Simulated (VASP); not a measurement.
# BaTe (Fm-3m) in VASP: a series of runs, part 2 of 2

VASP 6.6.1.

### 3 Single point, LDA (volume scaled by 0.96)

INCAR

```
SYSTEM = BaTe
PREC = Accurate ; ENCUT = 520
EDIFF = 1E-6 ; ISMEAR = -1
SIGMA = 0.05 ; LREAL = .FALSE.
LASPH = .TRUE. ; NELM = 60
ALGO = Normal ; ISIF = 2
LWAVE = .FALSE. ; LCHARG = .FALSE.
NBANDS = 15
```

KPOINTS

```
Automatic mesh
0
G
  7 7 7
  0 0 0
```

POSCAR

```
BaTe
1.0
    0.0000000000      3.3639132694      3.3639132694
    3.3639132694      0.0000000000      3.3639132694
    3.3639132694      3.3639132694      0.0000000000
Ba Te
1 1
Direct
    0.0000000000      0.0000000000      0.0000000000
    0.5000000000      0.5000000000      0.5000000000
```

Potentials or basis: VASP PAW LDA potentials, release 64 (Ba_sv, Te).

Launch:

```sh
$ cat potpaw_LDA.64/Ba_sv/POTCAR potpaw_LDA.64/Te/POTCAR > POTCAR
$ mpirun -np 1 vasp_std > vasp.out
```

OUTCAR:

```text
SYSTEM = BaTe
   PREC = Accurate
   ENCUT = 520
   EDIFF = 1E-6
   ISMEAR = -1
   LREAL = .FALSE.
   LASPH = .TRUE.
   NELM = 60
   ISIF = 2

 ion  position               nearest neighbor table
   1  0.000  0.000  0.000-   2 3.36   2 3.36   2 3.36   2 3.36   2 3.36   2 3.36
   2  0.500  0.500  0.500-   1 3.36   1 3.36   1 3.36   1 3.36   1 3.36   1 3.36

  LATTYP: Found a face centered cubic cell.
 ALAT       =     6.7278265388

  Lattice vectors:

 A1 = (   0.0000000000,   3.3639132694,   3.3639132694)
 A2 = (   3.3639132694,   0.0000000000,   3.3639132694)
 A3 = (   3.3639132694,   3.3639132694,   0.0000000000)

Analysis of symmetry for initial positions (statically):
=====================================================================
 Subroutine PRICEL returns:
 Original cell was already a primitive cell.

 Routine SETGRP: Setting up the symmetry group for a
 face centered cubic supercell.

 Subroutine GETGRP returns: Found 48 space group operations
 (whereof 48 operations were pure point group operations)
 out of a pool of 48 trial point group operations.

The static configuration has the point symmetry O_h .

Analysis of symmetry for dynamics (positions and initial velocities):
=====================================================================
 Subroutine PRICEL returns:
 Original cell was already a primitive cell.

 Routine SETGRP: Setting up the symmetry group for a
 face centered cubic supercell.

 Subroutine GETGRP returns: Found 48 space group operations
 (whereof 48 operations were pure point group operations)
 out of a pool of 48 trial point group operations.

The dynamic configuration has the point symmetry O_h .

 Subroutine INISYM returns: Found 48 space group operations
 (whereof 48 operations are pure point group operations),
 and found     1 'primitive' translations

----------------------------------------------------------------------------------------

                                     Primitive cell

  volume of cell :      76.1315

  direct lattice vectors                    reciprocal lattice vectors
     0.000000000  3.363913269  3.363913269    -0.148636412  0.148636412  0.148636412
[... 113 lines left out ...]
  energy-cutoff  :      520.00
  volume of cell :       76.13
 maximum number of plane-waves:      2085
   NGX = 17   NGY = 17   NGZ = 17

 number of electron      16.0000000 magnetization

 Free energy of the ion-electron system (eV)
  ---------------------------------------------------
  ext. energy  EPLUGINS =         0.00000000
  ---------------------------------------------------
  free energy    TOTEN  =        -9.55999443 eV

  energy without entropy =       -9.55999409  energy(sigma->0) =       -9.55999426

 E-fermi :   3.4613     XC(G=0):  -9.0154

 val. band max:        2.9020629229   @ k =   0.0000   0.0000   0.0000
 cond. band min:       4.0510884441   @ k =   0.4286   0.4286   0.0000
 fundamental gap:      1.1490255212
 Fermi energy:         3.4613449957

 k-point     1 :       0.0000    0.0000    0.0000
  band No.  band energies     occupation
      1     -23.7762      2.00000
      2      -8.9776      2.00000
      3      -8.9776      2.00000
      4      -8.9776      2.00000
      5      -6.9907      2.00000
      6       2.9021      1.99997
      7       2.9021      1.99997
      8       2.9021      1.99997
      9       5.6098      0.00000
     10       5.6098      0.00000
     11       5.6098      0.00000
     12       6.0912      0.00000
     13       6.4148      0.00000
     14       6.4148      0.00000
[... 329 lines left out ...]
      2      -9.3576      2.00000
      3      -9.2397      2.00000
      4      -9.1209      2.00000
      5      -6.3474      2.00000
      6       1.2761      2.00000
      7       1.8352      2.00000
      8       1.8795      2.00000
      9       5.9161      0.00000
     10       6.8616      0.00000
     11       8.1932      0.00000
     12       8.5943      0.00000
     13       8.7459      0.00000
     14      10.9180      0.00000
     15      11.5471      0.00000

------------------------ aborting loop because EDIFF is reached ----------------------------------------

  FORCE on cell =-STRESS in cart. coord.  units (eV):
  Direction    XX          YY          ZZ          XY          YZ          ZX
  --------------------------------------------------------------------------------------
  -------------------------------------------------------------------------------------
  Total        1.4478907      1.4478907      1.4478907      0.0000000      0.0000000      0.0000000
  in kB       30.4706690     30.4706690     30.4706690      0.0000000      0.0000000      0.0000000
  external PRESSURE =      30.4706690 kB  Pullay stress =       0.0000000 kB

 VOLUME and BASIS-vectors are now :
 -----------------------------------------------------------------------------
  energy-cutoff  :      520.00
  volume of cell :       76.13
      direct lattice vectors                 reciprocal lattice vectors
     0.000000000  3.363913269  3.363913269    -0.148636412  0.148636412  0.148636412
     3.363913269  0.000000000  3.363913269     0.148636412 -0.148636412  0.148636412
     3.363913269  3.363913269  0.000000000     0.148636412  0.148636412 -0.148636412

 POSITION                                       TOTAL-FORCE (eV/Angst)
 -----------------------------------------------------------------------------------
      0.00000      0.00000      0.00000        -0.000000      0.000000     -0.000000
      3.36391      3.36391      3.36391         0.000000     -0.000000      0.000000
 -----------------------------------------------------------------------------------
    total drift:                                0.000000      0.000000      0.000000

  FREE ENERGIE OF THE ION-ELECTRON SYSTEM (eV)
  ---------------------------------------------------
  free  energy   TOTEN  =        -9.5599944257 eV

  energy  without entropy=       -9.5599940913  energy(sigma->0) =       -9.55999426
```

OSZICAR:

```text
N       E                     dE             d eps       ncg     rms          rms(c)
DAV:   1     0.797185153069E+02    0.79719E+02   -0.64536E+03   600   0.910E+02
DAV:   2    -0.505814825993E+01   -0.84777E+02   -0.77238E+02   833   0.156E+02
DAV:   3    -0.959861834610E+01   -0.45405E+01   -0.45112E+01   824   0.383E+01
DAV:   4    -0.970606901886E+01   -0.10745E+00   -0.10740E+00   813   0.569E+00
DAV:   5    -0.970852324278E+01   -0.24542E-02   -0.24542E-02   825   0.632E-01    0.456E+00
DAV:   6    -0.958465728521E+01    0.12387E+00   -0.10657E-01   684   0.168E+00    0.294E+00
DAV:   7    -0.956120642947E+01    0.23451E-01   -0.80497E-02   719   0.148E+00    0.721E-01
DAV:   8    -0.955994456447E+01    0.12619E-02   -0.10322E-02   656   0.565E-01    0.170E-01
DAV:   9    -0.955998175339E+01   -0.37189E-04   -0.45186E-04   726   0.148E-01    0.537E-02
DAV:  10    -0.955999229590E+01   -0.10543E-04   -0.33482E-05   796   0.371E-02    0.167E-02
DAV:  11    -0.955999498171E+01   -0.26858E-05   -0.20435E-05   726   0.237E-02    0.156E-02
DAV:  12    -0.955999442567E+01    0.55604E-06   -0.20311E-06   691   0.830E-03
   1 F= -.95599944E+01 E0= -.95599943E+01  d E =-.334393E-06
```

It took 48 s on 1 thread of Intel Xeon 8259CL, shared host; peak memory 0.18 GiB.

What came out:

* Free energy: -9.5600 eV
* Pressure: 3.0 GPa
* Band gap on the k mesh: 1.15 eV, indirect (least direct gap 1.53 eV)

Caveat: spin-orbit coupling is left out, which moves the levels of the heavy elements. A k mesh can miss the band edges.

### 4 Single point, LDA (volume scaled by 0.98)

INCAR

```
ALGO = Normal
EDIFF = 1E-6
ENCUT = 520
GGA = CA
ISIF = 2
ISMEAR = -1
LASPH = True
LCHARG = False
LREAL = False
LWAVE = False
NBANDS = 15
NELM = 60
PREC = Accurate
SIGMA = 0.05
```

KPOINTS

```
k-points
0
Gamma
  7 7 7
```

POSCAR

```
BaTe
1.0
    0.0000000000      3.3871134044      3.3871134044
    3.3871134044      0.0000000000      3.3871134044
    3.3871134044      3.3871134044      0.0000000000
Ba Te
1 1
Direct
    0.0000000000      0.0000000000      0.0000000000
    0.5000000000      0.5000000000      0.5000000000
```

Potentials or basis: VASP PAW LDA potentials, release 64 (Ba_sv, Te).

Launch:

```sh
$ cat potpaw_LDA.64/Ba_sv/POTCAR potpaw_LDA.64/Te/POTCAR > POTCAR
$ mpirun -np 1 vasp_std > vasp.out
```

OUTCAR:

```text
EDIFF = 1E-6
   ENCUT = 520
   GGA = CA
   ISIF = 2
   ISMEAR = -1
   LASPH = True
   LREAL = False
   NELM = 60
   PREC = Accurate

 ion  position               nearest neighbor table
   1  0.000  0.000  0.000-   2 3.39   2 3.39   2 3.39   2 3.39   2 3.39   2 3.39
   2  0.500  0.500  0.500-   1 3.39   1 3.39   1 3.39   1 3.39   1 3.39   1 3.39

  LATTYP: Found a face centered cubic cell.
 ALAT       =     6.7742268088

  Lattice vectors:

[... 538 lines left out ...]

------------------------ aborting loop because EDIFF is reached ----------------------------------------

  FORCE on cell =-STRESS in cart. coord.  units (eV):
  Direction    XX          YY          ZZ          XY          YZ          ZX
  --------------------------------------------------------------------------------------
  -------------------------------------------------------------------------------------
  Total        1.0193866      1.0193866      1.0193866      0.0000000      0.0000000      0.0000000
  in kB       21.0150433     21.0150433     21.0150433      0.0000000      0.0000000      0.0000000
  external PRESSURE =      21.0150433 kB  Pullay stress =       0.0000000 kB

 VOLUME and BASIS-vectors are now :
 -----------------------------------------------------------------------------
  energy-cutoff  :      520.00
  volume of cell :       77.72
      direct lattice vectors                 reciprocal lattice vectors
     0.000000000  3.387113404  3.387113404    -0.147618323  0.147618323  0.147618323
     3.387113404  0.000000000  3.387113404     0.147618323 -0.147618323  0.147618323
     3.387113404  3.387113404  0.000000000     0.147618323  0.147618323 -0.147618323

 POSITION                                       TOTAL-FORCE (eV/Angst)
 -----------------------------------------------------------------------------------
      0.00000      0.00000      0.00000         0.000000      0.000000      0.000000
      3.38711      3.38711      3.38711        -0.000000     -0.000000     -0.000000
 -----------------------------------------------------------------------------------
    total drift:                                0.000000      0.000000      0.000000

  FREE ENERGIE OF THE ION-ELECTRON SYSTEM (eV)
  ---------------------------------------------------
  free  energy   TOTEN  =        -9.5853481293 eV

  energy  without entropy=       -9.5853479294  energy(sigma->0) =       -9.58534803
```

OSZICAR:

```text
N       E                     dE             d eps       ncg     rms          rms(c)
DAV:   1     0.795154305316E+02    0.79515E+02   -0.62455E+03   600   0.897E+02
DAV:   2    -0.480533037748E+01   -0.84321E+02   -0.77201E+02   803   0.162E+02
DAV:   3    -0.961414570445E+01   -0.48088E+01   -0.47730E+01   846   0.392E+01
DAV:   4    -0.973292516517E+01   -0.11878E+00   -0.11873E+00   768   0.608E+00
DAV:   5    -0.973572892321E+01   -0.28038E-02   -0.28037E-02   878   0.744E-01    0.440E+00
DAV:   6    -0.960938854565E+01    0.12634E+00   -0.11154E-01   677   0.170E+00    0.284E+00
DAV:   7    -0.958646728317E+01    0.22921E-01   -0.81692E-02   740   0.148E+00    0.730E-01
DAV:   8    -0.958530467553E+01    0.11626E-02   -0.10554E-02   691   0.567E-01    0.168E-01
DAV:   9    -0.958534403636E+01   -0.39361E-04   -0.51270E-04   712   0.154E-01    0.525E-02
DAV:  10    -0.958534583932E+01   -0.18030E-05   -0.43988E-05   782   0.434E-02    0.165E-02
DAV:  11    -0.958534894779E+01   -0.31085E-05   -0.24932E-05   726   0.256E-02    0.160E-02
DAV:  12    -0.958534812926E+01    0.81853E-06   -0.26529E-06   691   0.936E-03
   1 F= -.95853481E+01 E0= -.95853480E+01  d E =-.199819E-06
```

stdout:

```text
POSCAR found type information on POSCAR BaTe
 POSCAR found :  2 types and       2 ions
 scaLAPACK will be used
 LDA part: xc-table for (Slater(with rela. corr.)+CA(PZ))
 , standard interpolation
 POSCAR, INCAR and KPOINTS ok, starting setup
 FFT: planning ... GRIDC
 FFT: planning ... GRID_SOFT
 FFT: planning ... GRID
 WAVECAR not read
 entering main loop
```

Run time: 41 s. Hardware: 1 thread of Intel Xeon 8259CL, shared host; peak memory 0.18 GiB.

What came out:

* Free energy: -9.5853 eV
* Pressure: 2.1 GPa
* Band gap on the k mesh: 1.21 eV, indirect (least direct gap 1.59 eV)

Caveat: spin-orbit coupling is left out, which moves the levels of the heavy elements.

### 5 Single point, PBEsol (volume scaled by 0.98)

INCAR

```
SYSTEM = BaTe
PREC = Accurate
ENCUT = 520
EDIFF = 1E-6
ISMEAR = -1
SIGMA = 0.05
LREAL = .False.
LASPH = .True.
NELM = 100
ALGO = Normal
ISIF = 2
LWAVE = .False.
LCHARG = .False.
GGA = PS
NBANDS = 15
```

KPOINTS

```
regular mesh
0
Gamma
  7 7 7
  0 0 0
```

POSCAR is that of step 4.

Potentials or basis: VASP PAW PBE potentials, release 64 (Ba_sv, Te).

Launch:

```sh
$ cat potpaw_PBE.64/Ba_sv/POTCAR potpaw_PBE.64/Te/POTCAR > POTCAR
$ mpirun -np 1 vasp_std > vasp.out
```

OUTCAR:

```text
SYSTEM = BaTe
   PREC = Accurate
   ENCUT = 520
   EDIFF = 1E-6
   ISMEAR = -1
   LREAL = .False.
   LASPH = .True.
   NELM = 100
   ISIF = 2
   GGA = PS

 ion  position               nearest neighbor table
   1  0.000  0.000  0.000-   2 3.39   2 3.39   2 3.39   2 3.39   2 3.39   2 3.39
   2  0.500  0.500  0.500-   1 3.39   1 3.39   1 3.39   1 3.39   1 3.39   1 3.39

  LATTYP: Found a face centered cubic cell.
 ALAT       =     6.7742268088

  Lattice vectors:

[... 537 lines left out ...]
     15      11.3926      0.00000

------------------------ aborting loop because EDIFF is reached ----------------------------------------

  FORCE on cell =-STRESS in cart. coord.  units (eV):
  Direction    XX          YY          ZZ          XY          YZ          ZX
  --------------------------------------------------------------------------------------
  -------------------------------------------------------------------------------------
  Total        1.5794513      1.5794513      1.5794513     -0.0000000      0.0000000     -0.0000000
  in kB       32.5609920     32.5609920     32.5609920     -0.0000000      0.0000000     -0.0000000
  external PRESSURE =      32.5609920 kB  Pullay stress =       0.0000000 kB

 VOLUME and BASIS-vectors are now :
 -----------------------------------------------------------------------------
  energy-cutoff  :      520.00
  volume of cell :       77.72
      direct lattice vectors                 reciprocal lattice vectors
     0.000000000  3.387113404  3.387113404    -0.147618323  0.147618323  0.147618323
     3.387113404  0.000000000  3.387113404     0.147618323 -0.147618323  0.147618323
     3.387113404  3.387113404  0.000000000     0.147618323  0.147618323 -0.147618323

 POSITION                                       TOTAL-FORCE (eV/Angst)
 -----------------------------------------------------------------------------------
      0.00000      0.00000      0.00000         0.000000      0.000000      0.000000
      3.38711      3.38711      3.38711        -0.000000     -0.000000     -0.000000
 -----------------------------------------------------------------------------------
    total drift:                                0.000000      0.000000      0.000000

  FREE ENERGIE OF THE ION-ELECTRON SYSTEM (eV)
  ---------------------------------------------------
  free  energy   TOTEN  =        -9.1268588894 eV

  energy  without entropy=       -9.1268587362  energy(sigma->0) =       -9.12685881
```

OSZICAR:

```text
N       E                     dE             d eps       ncg     rms          rms(c)
DAV:   1     0.803582463448E+02    0.80358E+02   -0.62012E+03   600   0.892E+02
DAV:   2    -0.434398758776E+01   -0.84702E+02   -0.77508E+02   803   0.162E+02
DAV:   3    -0.911998414108E+01   -0.47760E+01   -0.47408E+01   823   0.394E+01
DAV:   4    -0.923189846688E+01   -0.11191E+00   -0.11188E+00   781   0.606E+00
DAV:   5    -0.923458889539E+01   -0.26904E-02   -0.26903E-02   840   0.758E-01    0.426E+00
DAV:   6    -0.913602171127E+01    0.98567E-01   -0.94256E-02   684   0.161E+00    0.277E+00
DAV:   7    -0.912572229087E+01    0.10299E-01   -0.79782E-02   712   0.155E+00    0.726E-01
DAV:   8    -0.912660843928E+01   -0.88615E-03   -0.95995E-03   656   0.569E-01    0.185E-01
DAV:   9    -0.912679946312E+01   -0.19102E-03   -0.43494E-04   754   0.147E-01    0.473E-02
DAV:  10    -0.912685016171E+01   -0.50699E-04   -0.62152E-05   719   0.523E-02    0.148E-02
DAV:  11    -0.912686055052E+01   -0.10389E-04   -0.25687E-05   747   0.289E-02    0.170E-02
DAV:  12    -0.912685871998E+01    0.18305E-05   -0.53814E-06   719   0.130E-02    0.526E-03
DAV:  13    -0.912685888945E+01   -0.16946E-06   -0.26613E-07   454   0.322E-03
   1 F= -.91268589E+01 E0= -.91268588E+01  d E =-.153282E-06
```

stdout:

```text
POSCAR found type information on POSCAR BaTe
 POSCAR found :  2 types and       2 ions
 scaLAPACK will be used
 -----------------------------------------------------------------------------
|                                                                             |
|                                                                             |
|     You enforced a specific xc type in the INCAR file but a different       |
|     I HOPE YOU KNOW WHAT YOU ARE DOING!                                     |
|                                                                             |
 -----------------------------------------------------------------------------

 LDA part: xc-table for (Slater+PW92), standard interpolation
 POSCAR, INCAR and KPOINTS ok, starting setup
 FFT: planning ... GRIDC
 FFT: planning ... GRID_SOFT
 FFT: planning ... GRID
 WAVECAR not read
 entering main loop
```

Run time: 52 s. Hardware: 1 thread of Intel Xeon 8259CL, shared host; peak memory 0.22 GiB.

Results:

| Quantity | Value |
| --- | --- |
| Free energy | -9.1269 eV |
| Pressure | 3.3 GPa |
| Band gap on the k mesh | 1.23 eV, indirect (least direct gap 1.62 eV) |

Levels at points of the mesh, in eV from the valence-band top:
```tsv
k point	band 4	band 5	band 6	band 7	band 8	band 9	band 10	band 11	band 12	band 13
(0.00, 0.00, 0.00)	-11.92	-9.82	0.00	0.00	0.00	2.78	2.78	2.78	3.15	3.53
```

Caveat: the PAW data sets were made with another functional, which shifts forces and pressure a little; spin-orbit coupling is left out, which moves the levels of the heavy elements.

### 6 Summary

```csv
level,potentials or basis,cell,gap on the mesh (eV),pressure (GPa)
PBEsol,"VASP PAW PBE potentials, release 64 (Ba_sv, Te)","a = 4.724 Å, angles 60.0°, 2 atoms",1.11,5.3
LDA,"VASP PAW LDA potentials, release 64 (Ba_sv, Te)","a = 4.757 Å, angles 60.0°, 2 atoms",1.15,3.0
LDA,"VASP PAW LDA potentials, release 64 (Ba_sv, Te)","a = 4.790 Å, angles 60.0°, 2 atoms",1.21,2.1
PBEsol,"VASP PAW PBE potentials, release 64 (Ba_sv, Te)","a = 4.790 Å, angles 60.0°, 2 atoms",1.23,3.3
```

Alike in all rows: task single point; no spin polarisation; k mesh 7 × 7 × 7; cutoff (eV) 520; smearing fermi-dirac 0.05 eV.

Caveats: spin-orbit coupling is left out, which moves the levels of the heavy elements; the PAW data sets were made with another functional, which shifts forces and pressure a little (some runs).

Absolute energies hang on the potentials; compare differences alone.
